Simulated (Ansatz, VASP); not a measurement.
**Ti in VASP and in Ansatz**

```xyz
1
Lattice="-1.4707 1.4707 1.9119 1.4707 -1.4707 1.9119 1.4707 1.4707 -1.9119" Properties=species:S:1:pos:R:3 pbc="T T T"
Ti    0.0000    0.0000    0.0000
```

Alike in both runs: task single point; functional PBEsol; k mesh 28 × 28 × 28; occupations gaussian, width 0.15 eV; no spin polarisation.

|  | VASP | Ansatz |
| --- | --- | --- |
| version | VASP 6.6.1 | Ansatz 0.2.0 |
| potentials or method | VASP PAW PBE potentials, release 64 (Ti_sv), cutoff 520 eV | scalar-relativistic, plane waves, PAW |
| valence electrons in the cell | 12 | 12 |

|  | VASP | Ansatz | Ansatz less VASP |
| --- | --- | --- | --- |
| gap on the k mesh at the Fermi level (eV) | none | none | - |
| pressure (GPa) | 0.7 | 1.0 | +0.32 |
| traceless stress, the component that is largest in VASP (GPa) | 1.72 | 1.71 | -0.012 |

VASP's potentials were made for PBE, not for PBEsol. A gap of «none» marks a metal or a gap that the smearing closes.
